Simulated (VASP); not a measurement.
# Cs (Pm-3m) in VASP: single point with PBEsol

Aim: the single point of Cs with PBEsol.

Everything below comes from runs of VASP 6.6.1. Logs are shortened: lines on timing, memory, paths and dates and some standing lists are left out, and cuts for length are marked.

## (1) The cell of the first run

Symmetry: Pm-3m, No. 221, cubic system. The conventional cell has a = 4.753 Å, b = 4.753 Å, c = 4.753 Å, α = 90.00°, β = 90.00°, γ = 90.00°.

## (2) Single point, PBEsol (volume scaled by 0.9)

The input, INCAR:

```
SYSTEM = Cs
PREC = Accurate
ENCUT = 520
EDIFF = 1E-7
ISMEAR = -1
SIGMA = 0.08
LREAL = .FALSE.
LASPH = .TRUE.
NELM = 60
ALGO = Normal
ISIF = 2
LWAVE = .FALSE.
LCHARG = .FALSE.
GGA = PS
NBANDS = 10
```

The input, KPOINTS:

```
Automatic mesh
0
G
  8 8 8
  0 0 0
```

The input, POSCAR:

```
Cs
1.0
    4.7527106375      0.0000000000      0.0000000000
    0.0000000000      4.7527106375      0.0000000000
    0.0000000000      0.0000000000      4.7527106375
Cs
1
Direct
    0.0000000000      0.0000000000      0.0000000000
```

Potentials or basis: VASP PAW PBE potentials, release 64 (Cs_sv).

Command:

```sh
$ cat potpaw_PBE.64/Cs_sv/POTCAR > POTCAR
$ mpirun -np 1 vasp_std > vasp.out
```

OUTCAR:

```text
SYSTEM = Cs
   PREC = Accurate
   ENCUT = 520
   EDIFF = 1E-7
   ISMEAR = -1
   LREAL = .FALSE.
   LASPH = .TRUE.
   NELM = 60
   ISIF = 2
   GGA = PS

 ion  position               nearest neighbor table
   1  0.000  0.000  0.000-

  LATTYP: Found a simple cubic cell.
 ALAT       =     4.7527106375

  Lattice vectors:

 A1 = (   4.7527106375,   0.0000000000,   0.0000000000)
 A2 = (   0.0000000000,   4.7527106375,   0.0000000000)
 A3 = (   0.0000000000,   0.0000000000,   4.7527106375)

Analysis of symmetry for initial positions (statically):
=====================================================================
 Subroutine PRICEL returns:
 Original cell was already a primitive cell.

 Routine SETGRP: Setting up the symmetry group for a
 simple cubic supercell.

 Subroutine GETGRP returns: Found 48 space group operations
[... 9 lines left out ...]

 Routine SETGRP: Setting up the symmetry group for a
 simple cubic supercell.

 Subroutine GETGRP returns: Found 48 space group operations
[... 11 lines left out ...]
                                     Primitive cell

  volume of cell :     107.3555

  direct lattice vectors                    reciprocal lattice vectors
     4.752710637  0.000000000  0.000000000     0.210406245  0.000000000  0.000000000
     0.000000000  4.752710637  0.000000000     0.000000000  0.210406245  0.000000000
     0.000000000  0.000000000  4.752710637     0.000000000  0.000000000  0.210406245

  length of vectors
     4.752710637  4.752710637  4.752710637     0.210406245  0.210406245  0.210406245

  position of ions in fractional coordinates (direct lattice)
     0.000000000  0.000000000  0.000000000

  ion indices of the primitive-cell ions
   primitive index   ion index
                 1           1

----------------------------------------------------------------------------------------

 KPOINTS: Automatic mesh

Automatic generation of k-mesh.
 Grid dimensions read from file:
 generate k-points for:    8    8    8

 Generating k-lattice:

  Cartesian coordinates                     Fractional coordinates (reciprocal lattice)
     0.026300781  0.000000000  0.000000000     0.125000000  0.000000000  0.000000000
     0.000000000  0.026300781  0.000000000     0.000000000  0.125000000  0.000000000
     0.000000000  0.000000000  0.026300781     0.000000000  0.000000000  0.125000000
[... 51 lines left out ...]
   ISPIN  =      1    spin polarized calculation?
   LNONCOLLINEAR =      F non collinear calculations
   LSORBIT =      F    spin-orbit coupling
   LASPH  =      T    aspherical Exc in radial PAW
   ENCUT  =  520.0 eV  38.22 Ry    6.18 a.u.   8.84  8.84  8.84*2*pi/ulx,y,z
   NELM   =     60;   NELMIN=  2; NELMDL= -5     # of ELM steps
   EDIFF  = 0.1E-06   stopping-criterion for ELM
   LREAL  =      F    real-space projection
   EDIFFG = 0.1E-05   stopping-criterion for IOM
   NSW    =      0    number of steps for IOM
   IBRION =     -1    ionic relax: 0-MD 1-quasi-New 2-CG
   NFREE  =      0    steps in history (QN), initial steepest desc. (CG)
   ISIF   =      2    stress and relaxation
   ISYM   =      2    0-nonsym 1-usesym 2-fastsym
   POTIM  = 0.5000    time-step for ionic-motion
   TEBEG  =    0.0;   TEEND  =   0.0 temperature during run
   PSTRESS=    0.0 pullay stress
   NELECT =       9.0000    total number of electrons
   NUPDOWN=      -1.0000    fix difference up-down
   EMIN   =  10.00;   EMAX   =-10.00  energy-range for DOS
   EFERMI =   0.00;   METHOD = LEGACY
   ISMEAR =    -1;   SIGMA  =   0.08  broadening in eV -4-tet -1-fermi 0-gaus
   EFERMI_NEDOS =   21; number of points for ismear=-14 and -15
   IALGO  =     38    algorithm
   IMIX   =      4    mixing-type and parameters
     AMIX     =   0.40;   BMIX     =  1.00
     AMIX_MAG =   1.60;   BMIX_MAG =  1.00
  volume/ion in A,a.u.               =     107.36       724.47
  Fermi-wavevector in a.u.,A,eV,Ry     =   0.716497  1.353983  6.984792  0.513368
  Thomas-Fermi vector in A             =   1.804933
   LORBIT       =      0    0 simple, 1 ext, 2 COOP (PROOUT), +10 PAW based schemes
   GGA     = PS    functional components
   LHFCALC =     F    Hartree Fock is set to
   AEXX    =    0.0000 exact exchange contribution
   IVDW    =     0    specifies the selected vdW correction
   LEPSILON=     F    determine dielectric tensor
   LRPA    =     F    only Hartree local field effects (RPA)
 non-spin polarized calculation
  energy-cutoff  :      520.00
  volume of cell :      107.36
 maximum number of plane-waves:      2945
 NGX is ok and might be reduce to    36
   NGX = 17   NGY = 17   NGZ = 17

 number of electron       8.9999996 magnetization

 Free energy of the ion-electron system (eV)
  ---------------------------------------------------
  ext. energy  EPLUGINS =         0.00000000
  ---------------------------------------------------
  free energy    TOTEN  =        -0.85075251 eV

  energy without entropy =       -0.82486568  energy(sigma->0) =       -0.83780910

 E-fermi :   0.5781     XC(G=0):  -5.6527

 val. band max:        0.5410101294   @ k =   0.5000   0.1250   0.0000
 cond. band min:       0.7029297689   @ k =   0.3750   0.3750   0.0000
 fundamental gap:      0.1619196395
 Fermi energy:         0.5781370705

 k-point     1 :       0.0000    0.0000    0.0000
  band No.  band energies     occupation
      1     -23.4124      2.00000
      2     -10.0823      2.00000
      3     -10.0823      2.00000
      4     -10.0823      2.00000
      5      -1.1791      2.00000
      6       1.8616      0.00000
      7       1.8616      0.00000
      8       5.2389      0.00000
      9       5.2389      0.00000
     10       5.2389      0.00000
[... 287 lines left out ...]
 k-point    24 :       0.5000    0.3750    0.1250
  band No.  band energies     occupation
      1     -23.3865      2.00000
      2     -10.3132      2.00000
      3     -10.2722      2.00000
      4     -10.0762      2.00000
      5       0.8887      0.04040
      6       1.7206      0.00000
      7       2.5704      0.00000
      8       2.8292      0.00000
      9       4.0711      0.00000
     10       4.1927      0.00000

 [... further k-points ...]
[... 5 lines left out ...]
  --------------------------------------------------------------------------------------
  -------------------------------------------------------------------------------------
  Total        0.1262109      0.1262109      0.1262109      0.0000000     -0.0000000      0.0000000
  in kB        1.8835764      1.8835764      1.8835764      0.0000000     -0.0000000      0.0000000
  external PRESSURE =       1.8835764 kB  Pullay stress =       0.0000000 kB

 VOLUME and BASIS-vectors are now :
 -----------------------------------------------------------------------------
  energy-cutoff  :      520.00
  volume of cell :      107.36
      direct lattice vectors                 reciprocal lattice vectors
     4.752710637  0.000000000  0.000000000     0.210406245  0.000000000  0.000000000
     0.000000000  4.752710637  0.000000000     0.000000000  0.210406245  0.000000000
     0.000000000  0.000000000  4.752710637     0.000000000  0.000000000  0.210406245

 POSITION                                       TOTAL-FORCE (eV/Angst)
 -----------------------------------------------------------------------------------
      0.00000      0.00000      0.00000         0.000000      0.000000      0.000000
 -----------------------------------------------------------------------------------
    total drift:                                0.000000      0.000000     -0.000000

  FREE ENERGIE OF THE ION-ELECTRON SYSTEM (eV)
  ---------------------------------------------------
  free  energy   TOTEN  =        -0.8507525101 eV

  energy  without entropy=       -0.8248656834  energy(sigma->0) =       -0.83780910
```

stdout:

```text
POSCAR found type information on POSCAR Cs
 POSCAR found :  1 types and       1 ions
 scaLAPACK will be used
 -----------------------------------------------------------------------------
|                                                                             |
|                                                                             |
|     You enforced a specific xc type in the INCAR file but a different       |
|     I HOPE YOU KNOW WHAT YOU ARE DOING!                                     |
|                                                                             |
 -----------------------------------------------------------------------------

 LDA part: xc-table for (Slater+PW92), standard interpolation
 POSCAR, INCAR and KPOINTS ok, starting setup
 FFT: planning ... GRIDC
 FFT: planning ... GRID_SOFT
 FFT: planning ... GRID
 WAVECAR not read
 entering main loop
```

Run time: 40 s. Hardware: 1 thread of Intel Xeon 6975P-C, shared host; peak memory 0.21 GiB.

What came out:

```
Free energy : -0.8508 eV
Pressure    : 0.2 GPa
```

Caveat: the PAW data sets were made with another functional, which shifts forces and pressure a little; spin-orbit coupling is left out, which moves the levels of the heavy elements.
